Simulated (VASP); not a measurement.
# SiC in VASP: a series of runs, part 3 of 3

VASP 6.6.1. The steps go on from the part before.

### Step 5. Electric field gradients, PBE (atom 1 (Si) moved by [0.056569, 0.056569, 0.0] A)

File INCAR:

```
PREC = Accurate ; ENCUT = 520
EDIFF = 1E-8 ; ISMEAR = -1
SIGMA = 0.05 ; LREAL = False
LASPH = True ; NELM = 60
ALGO = Normal ; ISIF = 2
LWAVE = False ; LCHARG = False
GGA = PE ; LEFG = True
NBANDS = 11
```

File KPOINTS:

```
regular mesh
0
Gamma
  16 16 16
```

File POSCAR:

```
SiC
1.0
    0.0000000000      2.1740000000      2.1740000000
    2.1740000000      0.0000000000      2.1740000000
    2.1740000000      2.1740000000      0.0000000000
Si C
1 1
Direct
    0.0000000000      0.0000000000      0.0260206992
    0.7500000000      0.7500000000      0.7500000000
```

Potentials or basis: VASP PAW PBE potentials, release 64 (Si, C).

Command:

```bash
> cat potpaw_PBE.64/Si/POTCAR potpaw_PBE.64/C/POTCAR > POTCAR
> mpirun -np 1 vasp_std > vasp.out
```

OUTCAR:

```text
PREC = Accurate
   ENCUT = 520
   EDIFF = 1E-8
   ISMEAR = -1
   LREAL = False
   LASPH = True
   NELM = 60
   ISIF = 2
   GGA = PE

 ion  position               nearest neighbor table
   1  0.000  0.000  0.026-   2 1.82   2 1.88   2 1.88   2 1.95
   2  0.750  0.750  0.750-   1 1.82   1 1.88   1 1.88   1 1.95

  LATTYP: Found a face centered cubic cell.
 ALAT       =     4.3480000000

  Lattice vectors:

 A1 = (   0.0000000000,   2.1740000000,   2.1740000000)
 A2 = (   2.1740000000,   0.0000000000,   2.1740000000)
 A3 = (   2.1740000000,   2.1740000000,   0.0000000000)

Analysis of symmetry for initial positions (statically):
=====================================================================
 Subroutine PRICEL returns:
 Original cell was already a primitive cell.

 Routine SETGRP: Setting up the symmetry group for a
 face centered cubic supercell.

 Subroutine GETGRP returns: Found  2 space group operations
[... 522 lines left out ...]
  volume of cell :       20.55
      direct lattice vectors                 reciprocal lattice vectors
     0.000000000  2.174000000  2.174000000    -0.229990800  0.229990800  0.229990800
     2.174000000  0.000000000  2.174000000     0.229990800 -0.229990800  0.229990800
     2.174000000  2.174000000  0.000000000     0.229990800  0.229990800 -0.229990800

 POSITION                                       TOTAL-FORCE (eV/Angst)
 -----------------------------------------------------------------------------------
      0.05657      0.05657      0.00000        -1.108695     -1.108695      0.225777
      3.26100      3.26100      3.26100         1.108695      1.108695     -0.225777
 -----------------------------------------------------------------------------------
    total drift:                               -0.000017     -0.000017      0.000001

  FREE ENERGIE OF THE ION-ELECTRON SYSTEM (eV)
  ---------------------------------------------------
  free  energy   TOTEN  =       -14.9917309285 eV

  energy  without entropy=      -14.9917308112  energy(sigma->0) =      -14.99173087

 Electric field gradients (V/A^2)
---------------------------------------------------------------------
 ion       V_xx      V_yy      V_zz      V_xy      V_xz      V_yz
---------------------------------------------------------------------
   1       0.486     0.486    -0.973    -0.619    14.916    14.916
   2       0.057     0.057    -0.115    -0.113     0.923     0.923
---------------------------------------------------------------------

 Electric field gradients after diagonalization (V/A^2)
 (convention: |V_zz| > |V_xx| > |V_yy|)
----------------------------------------------------------------------
 ion       V_xx      V_yy      V_zz     asymmetry (V_yy - V_xx)/ V_zz
----------------------------------------------------------------------
   1      20.546     1.105   -21.651       0.898
   2       1.221     0.171    -1.391       0.755
----------------------------------------------------------------------

           NMR quadrupolar parameters

 Cq : quadrupolar parameter    Cq=e*Q*V_zz/h
 eta: asymmetry parameters     (V_yy - V_xx)/ V_zz
 Q  : nuclear electric quadrupole moment in mb (millibarn)
----------------------------------------------------------------------
 ion       Cq(MHz)       eta       Q (mb)
----------------------------------------------------------------------
   1      -0.052       0.898       1.000
   2      -0.003       0.755       1.000
----------------------------------------------------------------------
```

It took 2 min on 1 thread of AMD EPYC 9R45 (Zen 5), shared host; peak memory 0.3 GiB.

Results:

```yaml
Free_energy: -14.9917 eV
Pressure: 5.5 GPa
Largest_force: 1.584 eV/Å
Band_gap_on_the_k_mesh: 0.97 eV (least direct gap 4.39 eV)
Largest_electric_field_gradient_by_atom: Si -21.7; C -1.4 V/Å²
```

Forces in eV/Å, atoms in the order of the input:
```
Si  -1.109 -1.109  0.226
C    1.109  1.109 -0.226
```

Levels at points of the mesh, in eV from the valence-band top:
```
           k point  band 2  band 3  band 4  band 5  band 6  band 7
(0.00, 0.00, 0.00)   -0.76   -0.36    0.00    5.92    6.86    6.97
(0.50, 0.00, 0.00)   -8.94   -1.72   -1.11    5.09    6.53    7.26
(0.00, 0.00, 0.50)   -9.17   -1.48   -1.14    5.11    6.80    7.21
(0.50, 0.50, 0.50)   -8.71   -1.71   -1.35    5.13    6.57    7.00
(0.50, 0.50, 0.00)   -8.20   -3.56   -3.53    0.97    3.95   13.76
(0.00, 0.50, 0.50)   -8.18   -3.70   -3.42    0.97    3.97   13.74
```

Electric field gradients, principal values (V/Å²):
```
atom  least  middle  greatest (by size)
1 Si  1.105  20.546             -21.651
 2 C  0.171   1.221              -1.391
```

Caveat: the cell differs from its parent crystal (atom 1 (Si) moved by [0.056569, 0.056569, 0.0] A); the cell stands under pressure; without QUAD_EFG the Cq values of the log hold for a quadrupole moment of 1 mb, not for the nuclei; forces of over 1 eV/Å act on the atoms, so gaps and moduli don't describe the material at rest.

### Step 6. The runs side by side

| cell | k mesh | gap on the mesh (eV) | pressure (GPa) |
| --- | --- | --- | --- |
| a = 3.075 Å, angles 60.0°, 2 atoms, atomic positions A | 22 × 22 × 22 | 1.35 | 4.8 |
| a = 3.044, b = 3.044, c = 3.013 Å, angles 60.3, 60.3, 59.3°, 2 atoms, atomic positions A | 16 × 16 × 16 | 1.20 | 14.8 |
| a = 3.075 Å, angles 60.0°, 2 atoms, atomic positions B | 16 × 16 × 16 | 0.97 | 5.5 |

Alike in all rows: task electric field gradients; level PBE; potentials or basis VASP PAW PBE potentials, release 64 (Si, C); no spin polarisation; cutoff (eV) 520; smearing fermi-dirac 0.05 eV.

Caveats: the cell stands under pressure; forces of over 1 eV/Å act on the atoms, so gaps and moduli don't describe the material at rest (at least some runs).

Total energies depend on the potentials used, so only differences within one code and one set of settings carry meaning.
